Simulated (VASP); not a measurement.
# Sn (P4/mmm) in VASP: notebook

Sn is run at these levels: PBE; tasks: single point.

Program: VASP 6.6.1. These are calculated values, not measurements. Logs are shortened: lines on timing, memory, paths and dates and some standing lists are left out, and cuts for length are marked.

### 1 The cell of the first run

The structure is tetragonal, space group P4/mmm (No. 123). Conventional cell: a = 5.721 Å, b = 5.721 Å, c = 2.673 Å, α = 90.00°, β = 90.00°, γ = 90.00°. Within 3.5 Å of Sn (site symmetry 4/mmm) lie 6 Sn at 2.67 to 2.86 Å. Within 3.5 Å of Sn (site symmetry mmm) lie 4 Sn at 2.67 to 2.86 Å.

### 2 Single point, PBE

File INCAR:

```
  PREC = Accurate
  ENCUT = 520
  EDIFF = 1E-6
  ISMEAR = 0
  SIGMA = 0.1
  LREAL = False
  LASPH = True
  NELM = 60
  ALGO = Normal
  ISIF = 2
  LWAVE = False
  LCHARG = True
  GGA = PE
  LELF = True
  LVHAR = True
  NBANDS = 28
```

File KPOINTS:

```
regular mesh
0
Gamma
  4 4 6
```

File POSCAR:

```
Sn
1.0
    5.7210411400      0.0000000000      0.0000000000
    0.0000000000      5.7210411400      0.0000000000
    0.0000000000      0.0000000000      2.6726392400
Sn
3
Direct
    0.0000000000      0.0000000000      0.0000000000
    0.0000000000      0.5000000000      0.0000000000
    0.5000000000      0.0000000000      0.0000000000
```

Potentials or basis: VASP PAW PBE potentials, release 64 (Sn_d).

Started as:

```
> cat potpaw_PBE.64/Sn_d/POTCAR > POTCAR
> mpirun -np 1 vasp_std > vasp.out
```

OUTCAR:

```text
PREC = Accurate
   ENCUT = 520
   EDIFF = 1E-6
   ISMEAR = 0
   LREAL = False
   LASPH = True
   NELM = 60
   ISIF = 2
   GGA = PE

 ion  position               nearest neighbor table
   1  0.000  0.000  0.000-   2 2.86   3 2.86   2 2.86   3 2.86
   2  0.000  0.500  0.000-   1 2.86   1 2.86
   3  0.500  0.000  0.000-   1 2.86   1 2.86

  LATTYP: Found a simple tetragonal cell.
 ALAT       =     5.7210411400
 C/A-ratio  =     0.4671595912

  Lattice vectors:

 A1 = (   5.7210411400,   0.0000000000,   0.0000000000)
 A2 = (   0.0000000000,   5.7210411400,   0.0000000000)
 A3 = (   0.0000000000,   0.0000000000,   2.6726392400)

Analysis of symmetry for initial positions (statically):
=====================================================================
 Subroutine PRICEL returns:
 Original cell was already a primitive cell.

 Routine SETGRP: Setting up the symmetry group for a
 simple tetragonal supercell.

 Subroutine GETGRP returns: Found 16 space group operations
 (whereof 16 operations were pure point group operations)
 out of a pool of 16 trial point group operations.

The static configuration has the point symmetry D_4h.

Analysis of symmetry for dynamics (positions and initial velocities):
=====================================================================
 Subroutine PRICEL returns:
 Original cell was already a primitive cell.

 Routine SETGRP: Setting up the symmetry group for a
 simple tetragonal supercell.

 Subroutine GETGRP returns: Found 16 space group operations
 (whereof 16 operations were pure point group operations)
 out of a pool of 16 trial point group operations.

The dynamic configuration has the point symmetry D_4h.

 Subroutine INISYM returns: Found 16 space group operations
 (whereof 16 operations are pure point group operations),
 and found     1 'primitive' translations

----------------------------------------------------------------------------------------

                                     Primitive cell

  volume of cell :      87.4763

  direct lattice vectors                    reciprocal lattice vectors
     5.721041140  0.000000000  0.000000000     0.174793359  0.000000000  0.000000000
     0.000000000  5.721041140  0.000000000     0.000000000  0.174793359  0.000000000
     0.000000000  0.000000000  2.672639240     0.000000000  0.000000000  0.374161984

  length of vectors
     5.721041140  5.721041140  2.672639240     0.174793359  0.174793359  0.374161984

[... 80 lines left out ...]
   NELM   =     60;   NELMIN=  2; NELMDL= -5     # of ELM steps
   EDIFF  = 0.1E-05   stopping-criterion for ELM
   LREAL  =      F    real-space projection
   EDIFFG = 0.1E-04   stopping-criterion for IOM
   NSW    =      0    number of steps for IOM
   IBRION =     -1    ionic relax: 0-MD 1-quasi-New 2-CG
   NFREE  =      0    steps in history (QN), initial steepest desc. (CG)
   ISIF   =      2    stress and relaxation
   ISYM   =      2    0-nonsym 1-usesym 2-fastsym
   POTIM  = 0.5000    time-step for ionic-motion
   TEBEG  =    0.0;   TEEND  =   0.0 temperature during run
   PSTRESS=    0.0 pullay stress
   NELECT =      42.0000    total number of electrons
   NUPDOWN=      -1.0000    fix difference up-down
   EMIN   =  10.00;   EMAX   =-10.00  energy-range for DOS
   EFERMI =   0.00;   METHOD = LEGACY
   ISMEAR =     0;   SIGMA  =   0.10  broadening in eV -4-tet -1-fermi 0-gaus
   EFERMI_NEDOS =   21; number of points for ismear=-14 and -15
   IALGO  =     38    algorithm
   IMIX   =      4    mixing-type and parameters
     AMIX     =   0.40;   BMIX     =  1.00
     AMIX_MAG =   1.60;   BMIX_MAG =  1.00
  volume/ion in A,a.u.               =      29.16       196.77
  Fermi-wavevector in a.u.,A,eV,Ry     =   1.281921  2.422479 22.358729  1.643320
  Thomas-Fermi vector in A             =   2.414262
   LORBIT       =      0    0 simple, 1 ext, 2 COOP (PROOUT), +10 PAW based schemes
   GGA     = PE    functional components
   LHFCALC =     F    Hartree Fock is set to
   AEXX    =    0.0000 exact exchange contribution
   IVDW    =     0    specifies the selected vdW correction
   LEPSILON=     F    determine dielectric tensor
   LRPA    =     F    only Hartree local field effects (RPA)
 non-spin polarized calculation
 Gauss-broadening in eV      SIGMA  =   0.10
  energy-cutoff  :      520.00
  volume of cell :       87.48
 maximum number of plane-waves:      2380
 NGX is ok and might be reduce to    48
   NGX = 21   NGY = 21   NGZ =  9

 number of electron      42.0000029 magnetization

 Free energy of the ion-electron system (eV)
  ---------------------------------------------------
  ext. energy  EPLUGINS =         0.00000000
  ---------------------------------------------------
  free energy    TOTEN  =        -9.49074702 eV

  energy without entropy =       -9.48570607  energy(sigma->0) =       -9.48822654

 E-fermi :   7.0914     XC(G=0):  -9.6729

 val. band max:        7.0517123933   @ k =   0.0000   0.0000   0.5000
 cond. band min:       7.1271481796   @ k =   0.2500   0.2500   0.0000
 fundamental gap:      0.0754357863
 Fermi energy:         7.0914081853

 k-point     1 :       0.0000    0.0000    0.0000
  band No.  band energies     occupation
      1     -15.2145      2.00000
      2     -15.2013      2.00000
      3     -14.9652      2.00000
      4     -14.8329      2.00000
      5     -14.6744      2.00000
      6     -14.5680      2.00000
[... 733 lines left out ...]
     27      12.4747      0.00000
     28      13.9436      0.00000

------------------------ aborting loop because EDIFF is reached ----------------------------------------

  FORCE on cell =-STRESS in cart. coord.  units (eV):
  Direction    XX          YY          ZZ          XY          YZ          ZX
  --------------------------------------------------------------------------------------
  -------------------------------------------------------------------------------------
  Total        3.1564192      3.1564192     16.5411930      0.0000000      0.0000000     -0.0000000
  in kB       57.8115714     57.8115714    302.9611429      0.0000000      0.0000000     -0.0000000
  external PRESSURE =     139.5280952 kB  Pullay stress =       0.0000000 kB

 VOLUME and BASIS-vectors are now :
 -----------------------------------------------------------------------------
  energy-cutoff  :      520.00
  volume of cell :       87.48
      direct lattice vectors                 reciprocal lattice vectors
     5.721041140  0.000000000  0.000000000     0.174793359  0.000000000  0.000000000
     0.000000000  5.721041140  0.000000000     0.000000000  0.174793359  0.000000000
     0.000000000  0.000000000  2.672639240     0.000000000  0.000000000  0.374161984

 POSITION                                       TOTAL-FORCE (eV/Angst)
 -----------------------------------------------------------------------------------
      0.00000      0.00000      0.00000         0.000000      0.000000      0.000000
      0.00000      2.86052      0.00000         0.000000      0.000000      0.000000
      2.86052      0.00000      0.00000         0.000000      0.000000      0.000000
 -----------------------------------------------------------------------------------
    total drift:                                0.000000      0.000000      0.000000

  FREE ENERGIE OF THE ION-ELECTRON SYSTEM (eV)
  ---------------------------------------------------
  free  energy   TOTEN  =        -9.4907470228 eV

  energy  without entropy=       -9.4857060672  energy(sigma->0) =       -9.48822654
```

stdout:

```text
POSCAR found type information on POSCAR Sn
 POSCAR found :  1 types and       3 ions
 scaLAPACK will be used
 LDA part: xc-table for (Slater+PW92), standard interpolation
 POSCAR, INCAR and KPOINTS ok, starting setup
 FFT: planning ... GRIDC
 FFT: planning ... GRID_SOFT
 FFT: planning ... GRID
 WAVECAR not read
 entering main loop
```

It took 33 s on 1 thread of Intel Xeon 6975P-C (Granite Rapids), shared host; peak memory 0.21 GiB.

Results:

| Property | Result |
| --- | --- |
| Free energy | -9.4907 eV |
| Pressure | 14.0 GPa |
| Band gap on the k mesh | zero (band 21 reaches 8.20 eV, above the bottom of band 22 at 5.86 eV) |

Caveat: the k points lie up to 0.39 Å⁻¹ apart; spin-orbit coupling is left out, which moves the levels of the heavy elements.

### 3 Single point, PBE

This run uses another cell than the first one, of 35.54 Å³/atom, 1.219 times its volume.

File INCAR:

```
ALGO     = Normal         # electronic algorithm
EDIFF    = 1E-7           # SCF threshold, eV
ENCUT    = 520            # plane-wave cutoff, eV
GGA      = PE             # functional
ISIF     = 2              # what is computed and relaxed
ISMEAR   = 0              # smearing method
LASPH    = True           # aspherical terms in the spheres
LCHARG   = True           # write CHGCAR
LELF     = True           # ELF
LREAL    = False          # projectors in reciprocal space
LVHAR    = True         
LWAVE    = False          # write WAVECAR
NBANDS   = 28             # bands
NELM     = 60             # most SCF steps
PREC     = Accurate       # precision mode
SIGMA    = 0.1            # smearing width, eV
```

File KPOINTS:

```
k-points
0
Gamma
  4 4 6
```

File POSCAR:

```
Sn
1.0
    5.9120514709      0.0000000000      0.0000000000
    0.0000000000      5.9120514709      0.0000000000
    0.0000000000      0.0000000000      3.0500684865
Sn
3
Direct
    0.0000000000      0.0000000000      0.0000000000
    0.0000000000      0.5000000000      0.0000000000
    0.5000000000      0.0000000000      0.0000000000
```

Potentials or basis: VASP PAW PBE potentials, release 64 (Sn_d).

Started as:

```
> cat potpaw_PBE.64/Sn_d/POTCAR > POTCAR
> mpirun -np 1 vasp_std > vasp.out
```

Wall time 40 s (1 thread of Intel Xeon 6975P-C (Granite Rapids), shared host); peak memory 0.23 GiB.

Results (log left out):

- Free energy: -10.5377 eV
- Pressure: 0.2 GPa
- Band gap on the k mesh: zero (band 21 reaches 6.56 eV, above the bottom of band 22 at 3.45 eV)

Stress tensor (GPa, compression positive):
```
 0.31  0.00  0.00
 0.00  0.31  0.00
 0.00  0.00 -0.04
```

Levels at points of the mesh, in eV from the Fermi level:
```csv
k point,band 19,band 20,band 21,band 22,band 23,band 24
"(0.00, 0.00, 0.00)",-4.12,-4.12,0.08,0.08,3.49,3.84
"(0.50, 0.00, 0.00)",-3.85,-1.13,-0.97,1.04,1.28,6.29
"(0.50, 0.50, 0.00)",-2.64,0.42,1.02,1.02,1.48,1.74
"(0.00, 0.00, 0.50)",-2.06,-1.79,-1.70,-1.70,-0.50,2.70
"(0.50, 0.00, 0.50)",-2.94,-2.69,-1.46,-1.02,1.76,1.77
"(0.50, 0.50, 0.50)",-2.86,-2.63,-2.63,0.20,2.87,3.57
```

Caveat: spin-orbit coupling is left out, which moves the levels of the heavy elements.
